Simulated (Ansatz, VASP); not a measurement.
## PtS2: VASP beside Ansatz

Contents of INCAR:

```
ALGO = Normal
DIPOL = 0.5 0.5 0.382
EDIFF = 1E-6
ENCUT = 520
GGA = PE
IDIPOL = 3
ISIF = 2
ISMEAR = 0
IVDW = 12
LASPH = T
LCHARG = T
LDIPOL = T
LELF = T
LREAL = F
LVACPOTAV = T
LVHAR = T
LWAVE = F
NBANDS = 31
NELM = 80
PREC = Accurate
SIGMA = 0.05
```

File KPOINTS:

```
k-points
0
Gamma
  9 9 1
```

File POSCAR:

```
PtS2
1.0
    3.5415278079      0.0000000000      0.0000000000
   -1.7707639039      3.0670530498      0.0000000000
    0.0000000000      0.0000000000     22.4670615492
S Pt
4 2
Direct
    0.6666666667      0.3333333333      0.2002932155
    0.3333333333      0.6666666667      0.3108341854
    0.6666666667      0.6666666667      0.4537100124
    0.3333333333      1.0000000000      0.5642509823
    0.0000000000      0.0000000000      0.2555637004
    0.0000000000      0.3333333333      0.5089804974
```

Input for Ansatz:

```yaml
crystal:
  lattice:
    - [3.5415278079, 0.0, 0.0]
    - [-1.7707639039, 3.0670530498, 0.0]
    - [0.0, 0.0, 22.4670615492]
  atoms:
    - { symbol: S, position: [0.6666666667, 0.3333333333, 0.2002932155] }
    - { symbol: Pt, position: [0.0, 0.0, 0.2555637004] }
    - { symbol: S, position: [0.3333333333, 0.6666666667, 0.3108341854] }
    - { symbol: S, position: [0.6666666667, 0.6666666667, 0.4537100124] }
    - { symbol: Pt, position: [0.0, 0.3333333333, 0.5089804974] }
    - { symbol: S, position: [0.3333333333, 1.0, 0.5642509823] }
basis:
  ecutwfc: 420
kpoints:
  mp_grid: { grid: [9, 9, 1] }
hamiltonian:
  xc: pbe
  pseudopotentials: { kind: paw, azcp: { folder: soft_1 } }
  dispersion: d3bj
scf:
  occupations: { method: gaussian, width: 0.05 }
output:
  forces: true
  eigenvalues: true
efield:
  axis: 3
  dipole_correction: true
  ramp_width: 0.04
```

Alike in both runs: task single point; functional PBE; dispersion D3(BJ); k mesh 9 × 9 × 1; occupations gaussian, width 0.05 eV; no spin polarisation.

|  | VASP | Ansatz |
| --- | --- | --- |
| version | VASP 6.6.1 | Ansatz 0.2.0 |
| potentials or method | VASP PAW PBE potentials, release 64 (S, Pt), cutoff 520 eV | scalar-relativistic, plane waves, PAW |
| valence electrons in the cell | 44 | 60 |

VASP gave:

| Property | Result |
| --- | --- |
| gap on the k mesh at the Fermi level (eV) | 1.28 |
| least direct gap on the mesh (eV) | 1.40 |
| rms of the force components (eV/Å) | 0.046 |

Task: Estimate Ansatz's values.

Result: gap on the k mesh at the Fermi level (eV): 1.27; least direct gap on the mesh (eV): 1.40; rms of the force components (eV/Å): 0.039.

VASP's potentials hold 44 valence electrons a cell and Ansatz's 60, so a difference there can come from the potentials and not from the codes.

Neither program's run includes spin-orbit coupling.
